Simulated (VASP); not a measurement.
**KCl: single point with HSE06**

The system is KCl.

```xyz
2
Lattice="0.0000 3.1448 3.1448 3.1448 0.0000 3.1448 3.1448 3.1448 0.0000" Properties=species:S:1:pos:R:3 pbc="T T T"
K     0.0000    0.0000    0.0000
Cl    3.1448    3.1448    3.1448
```

| Property | Result |
| --- | --- |
| Program | VASP 6.6.1 |
| Task | single point |
| Functional | HSE06 |
| Potentials or basis | VASP PAW PBE potentials, release 64 (K_sv, Cl) |
| Cutoff | 520 eV |
| k mesh | 4 × 4 × 4 |
| Occupations | gaussian, width 0.01 eV |
| Spin | no spin polarisation |

| Item | Value |
| --- | --- |
| Pressure | 0.5 GPa |
| Band gap on the k mesh | 6.50 eV |

Levels at points of the mesh, in eV from the valence-band top:
```
           k point  band 5  band 6  band 7  band 8  band 9  band 10  band 11  band 12
(0.00, 0.00, 0.00)  -11.37    0.00    0.00    0.00    6.50     9.92     9.92     9.92
(0.50, 0.00, 0.00)  -11.14   -1.10   -0.34   -0.34    8.90    10.11    12.32    12.32
(0.50, 0.50, 0.00)  -11.42   -0.70   -0.24   -0.24    7.89     9.83    11.50    12.03
```

Run time: 13 min on 1 thread of AMD EPYC 7R13 (shared host), peak memory 0.28 GiB.

Caveat: the k points lie up to 0.43 Å⁻¹ apart; the PAW data sets were made with another functional, which shifts forces and pressure a little.
